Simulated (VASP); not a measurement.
# AlPt (Pm-3m) in VASP: further runs, part 2 of 2

VASP 6.6.1.

## (3) Single point, LDA

The input, INCAR:

```
PREC = Accurate
ENCUT = 500
EDIFF = 1E-6
ISMEAR = -1
SIGMA = 0.1
LREAL = F
LASPH = T
NELM = 120
ALGO = Normal
ISIF = 2
LWAVE = F
LCHARG = T
GGA = CA
LELF = T
LVHAR = T
NBANDS = 14
GGA_COMPAT = F
```

The input, KPOINTS:

```
regular mesh
0
Gamma
  8 8 8
```

The input, POSCAR:

```
AlPt
1.0
    3.0398419953      0.0000000000      0.0000000000
    0.0000000000      3.0398419953      0.0000000000
    0.0000000000      0.0000000000      3.0398419953
Al Pt
1 1
Direct
    0.0000000000      0.0000000000      0.0000000000
    0.5000000000      0.5000000000      0.5000000000
```

Potentials or basis: VASP PAW LDA potentials, release 64 (Al, Pt).

Started as:

```sh
$ cat potpaw_LDA.64/Al/POTCAR potpaw_LDA.64/Pt/POTCAR > POTCAR
$ mpirun -np 1 vasp_std > vasp.out
```

OUTCAR:

```text
PREC = Accurate
   ENCUT = 500
   EDIFF = 1E-6
   ISMEAR = -1
   LREAL = F
   LASPH = T
   NELM = 120
   ISIF = 2
   GGA = CA

 ion  position               nearest neighbor table
   1  0.000  0.000  0.000-   2 2.63   2 2.63   2 2.63   2 2.63   2 2.63   2 2.63   2 2.63   2 2.63

   2  0.500  0.500  0.500-   1 2.63   1 2.63   1 2.63   1 2.63   1 2.63   1 2.63   1 2.63   1 2.63

  LATTYP: Found a simple cubic cell.
 ALAT       =     3.0398419953

  Lattice vectors:

 A1 = (   3.0398419953,   0.0000000000,   0.0000000000)
 A2 = (   0.0000000000,   3.0398419953,   0.0000000000)
 A3 = (   0.0000000000,   0.0000000000,   3.0398419953)

Analysis of symmetry for initial positions (statically):
=====================================================================
 Subroutine PRICEL returns:
 Original cell was already a primitive cell.

 Routine SETGRP: Setting up the symmetry group for a
 simple cubic supercell.

 Subroutine GETGRP returns: Found 48 space group operations
 (whereof 48 operations were pure point group operations)
 out of a pool of 48 trial point group operations.

The static configuration has the point symmetry O_h .

Analysis of symmetry for dynamics (positions and initial velocities):
=====================================================================
 Subroutine PRICEL returns:
 Original cell was already a primitive cell.

 Routine SETGRP: Setting up the symmetry group for a
 simple cubic supercell.

 Subroutine GETGRP returns: Found 48 space group operations
 (whereof 48 operations were pure point group operations)
 out of a pool of 48 trial point group operations.

The dynamic configuration has the point symmetry O_h .

 Subroutine INISYM returns: Found 48 space group operations
 (whereof 48 operations are pure point group operations),
 and found     1 'primitive' translations

[... 116 lines left out ...]
  Fermi-wavevector in a.u.,A,eV,Ry     =   1.266305  2.392969 21.817323  1.603528
  Thomas-Fermi vector in A             =   2.399513
   LORBIT       =      0    0 simple, 1 ext, 2 COOP (PROOUT), +10 PAW based schemes
   GGA     = CA    functional components
   LHFCALC =     F    Hartree Fock is set to
   AEXX    =    0.0000 exact exchange contribution
   IVDW    =     0    specifies the selected vdW correction
   LEPSILON=     F    determine dielectric tensor
   LRPA    =     F    only Hartree local field effects (RPA)
 non-spin polarized calculation
  energy-cutoff  :      500.00
  volume of cell :       28.09
 maximum number of plane-waves:       739
 NGX is ok and might be reduce to    24
   NGX = 11   NGY = 11   NGZ = 11

 number of electron      13.0000000 magnetization

 Free energy of the ion-electron system (eV)
  ---------------------------------------------------
  ext. energy  EPLUGINS =         0.00000000
  ---------------------------------------------------
  free energy    TOTEN  =       -13.60900390 eV

  energy without entropy =      -13.58326066  energy(sigma->0) =      -13.59613228

 E-fermi :  11.3664     XC(G=0): -12.5328

 val. band max:       11.3588854038   @ k =   0.3750   0.3750   0.1250
 cond. band min:      11.4474154737   @ k =   0.3750   0.2500   0.1250
 fundamental gap:      0.0885300698
 Fermi energy:        11.3664098043

 k-point     1 :       0.0000    0.0000    0.0000
  band No.  band energies     occupation
      1      -0.6251      2.00000
      2       5.3942      2.00000
      3       5.3942      2.00000
      4       8.6014      2.00000
      5       8.6014      2.00000
      6       8.6014      2.00000
      7      15.2831      0.00000
      8      15.2831      0.00000
      9      15.2831      0.00000
     10      20.6594      0.00000
     11      20.6594      0.00000
     12      21.5406      0.00000
     13      29.3108      0.00000
     14      29.3108      0.00000
[... 377 lines left out ...]
      1       3.5913      2.00000
      2       5.3570      2.00000
      3       6.3682      2.00000
      4       6.7783      2.00000
      5       8.2247      2.00000
      6       9.0726      2.00000
      7      10.4245      1.99984
      8      13.6691      0.00000
      9      15.2785      0.00000
     10      18.9290      0.00000
     11      21.9402      0.00000
     12      22.5690      0.00000
     13      26.1396      0.00000
     14      26.5170      0.00000

 [... further k-points ...]
[... 5 lines left out ...]
  --------------------------------------------------------------------------------------
  -------------------------------------------------------------------------------------
  Total        0.0724642      0.0724642      0.0724642      0.0000000      0.0000000      0.0000000
  in kB        4.1331482      4.1331482      4.1331482      0.0000000      0.0000000      0.0000000
  external PRESSURE =       4.1331482 kB  Pullay stress =       0.0000000 kB

 VOLUME and BASIS-vectors are now :
 -----------------------------------------------------------------------------
  energy-cutoff  :      500.00
  volume of cell :       28.09
      direct lattice vectors                 reciprocal lattice vectors
     3.039841995  0.000000000  0.000000000     0.328964466  0.000000000  0.000000000
     0.000000000  3.039841995  0.000000000     0.000000000  0.328964466  0.000000000
     0.000000000  0.000000000  3.039841995     0.000000000  0.000000000  0.328964466

 POSITION                                       TOTAL-FORCE (eV/Angst)
 -----------------------------------------------------------------------------------
      0.00000      0.00000      0.00000         0.000000      0.000000      0.000000
      1.51992      1.51992      1.51992         0.000000      0.000000      0.000000
 -----------------------------------------------------------------------------------
    total drift:                                0.000000     -0.000000     -0.000000

  FREE ENERGIE OF THE ION-ELECTRON SYSTEM (eV)
  ---------------------------------------------------
  free  energy   TOTEN  =       -13.6090038997 eV

  energy  without entropy=      -13.5832606625  energy(sigma->0) =      -13.59613228
```

OSZICAR:

```text
N       E                     dE             d eps       ncg     rms          rms(c)
DAV:   1     0.389162663959E+02    0.38916E+02   -0.56688E+03  1068   0.758E+02
DAV:   2    -0.132222714361E+02   -0.52139E+02   -0.47829E+02  1202   0.163E+02
DAV:   3    -0.141698081059E+02   -0.94754E+00   -0.94471E+00  1214   0.201E+01
DAV:   4    -0.141740606075E+02   -0.42525E-02   -0.42523E-02  1220   0.165E+00
DAV:   5    -0.141740987630E+02   -0.38155E-04   -0.38156E-04  1226   0.157E-01    0.117E+01
DAV:   6    -0.136877969218E+02    0.48630E+00   -0.18093E+00  1070   0.100E+01    0.456E+00
DAV:   7    -0.136310798524E+02    0.56717E-01   -0.47024E-02  1028   0.166E+00    0.264E+00
DAV:   8    -0.136091080211E+02    0.21972E-01   -0.16193E-02  1178   0.863E-01    0.258E-01
DAV:   9    -0.136090172669E+02    0.90754E-04   -0.43087E-04  1142   0.136E-01    0.908E-02
DAV:  10    -0.136090040300E+02    0.13237E-04   -0.52832E-05  1232   0.621E-02    0.123E-02
DAV:  11    -0.136090038997E+02    0.13029E-06   -0.43396E-07   808   0.588E-03
   1 F= -.13609004E+02 E0= -.13596132E+02  d E =-.257432E-01
```

stdout:

```text
POSCAR found type information on POSCAR AlPt
 POSCAR found :  2 types and       2 ions
 scaLAPACK will be used
 LDA part: xc-table for (Slater(with rela. corr.)+CA(PZ))
 , standard interpolation
 POSCAR, INCAR and KPOINTS ok, starting setup
 FFT: planning ... GRIDC
 FFT: planning ... GRID_SOFT
 FFT: planning ... GRID
 WAVECAR not read
 entering main loop
```

Run time: 13 s. Hardware: 1 thread of AMD EPYC 7R13, shared host; peak memory 0.1 GiB.

Results:

- Free energy: -13.6090 eV
- Pressure: 0.4 GPa

Caveat: spin-orbit coupling is left out, which moves the levels of the heavy elements.

## (4) Relaxation of cell and atoms, LDA

This run uses another cell than the first one, of 14.77 Å³/atom, 1.052 times its volume.

The input, INCAR:

```
ALGO     = Normal         # electronic algorithm
EDIFF    = 1E-7           # SCF threshold, eV
EDIFFG   = -0.02          # ionic threshold
ENCUT    = 500            # plane-wave cutoff, eV
GGA_COMPAT= False        
IBRION   = 2              # ionic algorithm
ISIF     = 3              # what is computed and relaxed
ISMEAR   = -1             # smearing method
LASPH    = True           # aspherical terms in the spheres
LCHARG   = False          # write CHGCAR
LREAL    = False          # projectors in reciprocal space
LWAVE    = False          # write WAVECAR
NELM     = 120            # most SCF steps
NELMIN   = 4            
NSW      = 60             # ionic steps
PREC     = Accurate       # precision mode
SIGMA    = 0.1            # smearing width, eV
```

The input, KPOINTS:

```
k-points
0
Gamma
  6 6 6
```

The input, POSCAR:

```
AlPt
1.0
    3.0915500000      0.0000000000      0.0000000000
    0.0000000000      3.0915500000      0.0000000000
    0.0000000000      0.0000000000      3.0915500000
Al Pt
1 1
Direct
    0.0000000000      0.0000000000      0.0000000000
    0.5000000000      0.5000000000      0.5000000000
```

Started as:

```sh
$ cat potpaw_LDA.64/Al/POTCAR potpaw_LDA.64/Pt/POTCAR > POTCAR
$ mpirun -np 1 vasp_std > vasp.out
```

It took 16 s on 1 thread of AMD EPYC 7R13, shared host; peak memory 0.11 GiB.

Results (log left out):

```yaml
Free_energy: -13.5976 eV
Relaxed_volume: 14.10 Å³/atom
Relaxed_cell: a = 3.044 Å, b = 3.044 Å, c = 3.044 Å, α = 90.00°, β = 90.00°, γ = 90.00°
Space_group_after_relaxing_to_0.05_Å: Pm-3m (No. 221)
Energy_gained_by_relaxing: 20.3 meV/atom
Ionic_steps: 3
Pressure_after_relaxing: -0.2 GPa
```

Step by step:
```tsv
step	energy change (eV)	largest force (eV/Å)	pressure (GPa)	volume (Å³)
1	0.0000	0.0000	-9.03	29.55
2	0.0732	0.0000	19.16	26.13
3	-0.0406	0.0000	-0.22	28.20
```

Final structure:
```
CELL_PARAMETERS angstrom
3.04386 0.00000 0.00000
0.00000 3.04386 0.00000
0.00000 0.00000 3.04386
ATOMIC_POSITIONS crystal
Al 0.00000 0.00000 0.00000
Pt 0.50000 0.50000 0.50000
```

Levels at points of the mesh, in eV from the Fermi level:
| k point | band 5 | band 6 | band 7 | band 8 | band 9 | band 10 |
| --- | --- | --- | --- | --- | --- | --- |
| (0.00, 0.00, 0.00) | -2.81 | -2.81 | 3.86 | 3.86 | 3.86 | 9.23 |
| (0.50, 0.00, 0.00) | -4.33 | -2.59 | -0.96 | 6.04 | 8.64 | 8.64 |
| (0.50, 0.50, 0.00) | -3.30 | -3.30 | -1.48 | 1.03 | 3.62 | 8.51 |
| (0.50, 0.50, 0.50) | -1.40 | 0.64 | 1.71 | 1.71 | 1.71 | 5.07 |

Caveat: spin-orbit coupling is left out, which moves the levels of the heavy elements.

## (5) The runs side by side

```tsv
task	cell	k mesh	gap on the mesh (eV)	pressure (GPa)
single point	a = 3.040 Å, 2 atoms	6 × 6 × 6	none	0.7
single point	a = 3.040 Å, 2 atoms	8 × 8 × 8	none	0.4
relaxation of cell and atoms	relaxed from a = 3.092 Å, 2 atoms	6 × 6 × 6	none	-0.2
```

Alike in all rows: level LDA; potentials or basis VASP PAW LDA potentials, release 64 (Al, Pt); no spin polarisation; cutoff (eV) 500; smearing fermi-dirac 0.1 eV.

Caveats: spin-orbit coupling is left out, which moves the levels of the heavy elements.

Absolute energies hang on the potentials; compare differences alone.
